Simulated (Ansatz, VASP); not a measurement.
## InSe in VASP and in Ansatz

```
CELL_PARAMETERS angstrom
4.22796 0.00000 0.00000
-2.11398 3.48717 0.00000
0.00000 0.00000 36.72257
ATOMIC_POSITIONS crystal
Se 0.33620 0.67241 0.42814
Se 0.33620 0.67241 0.57186
In 0.99713 0.99426 0.46187
In 0.99713 0.99426 0.53813
```

Change from the starting cell: strain along x +0.050, atoms relaxed.

Alike in both runs: functional PBE; dispersion D3(BJ); k mesh 12 × 12 × 1; occupations gaussian, width 0.02 eV; no spin polarisation.

Ansatz relaxed the structure, and its values are those at the end. VASP's run is a single point on that final structure, the one shown.

|  | VASP | Ansatz |
| --- | --- | --- |
| version | VASP 6.6.1 | Ansatz 0.2.0 |
| potentials or method | VASP PAW PBE potentials, release 64 (Se, In_d), cutoff 520 eV | scalar-relativistic, plane waves, PAW |
| valence electrons in the cell | 38 | 58 |

```tsv
	VASP	Ansatz	Ansatz less VASP
gap on the k mesh at the Fermi level (eV)	1.17	1.19	+0.013
least direct gap on the mesh (eV)	1.26	1.27	+0.011
rms of the force components (eV/Å)	0.008	0.002	-0.0056
```

VASP's potentials hold 38 valence electrons a cell and Ansatz's 58, so a difference there can come from the potentials and not from the codes. Ansatz's warnings: stress scf threshold loose.
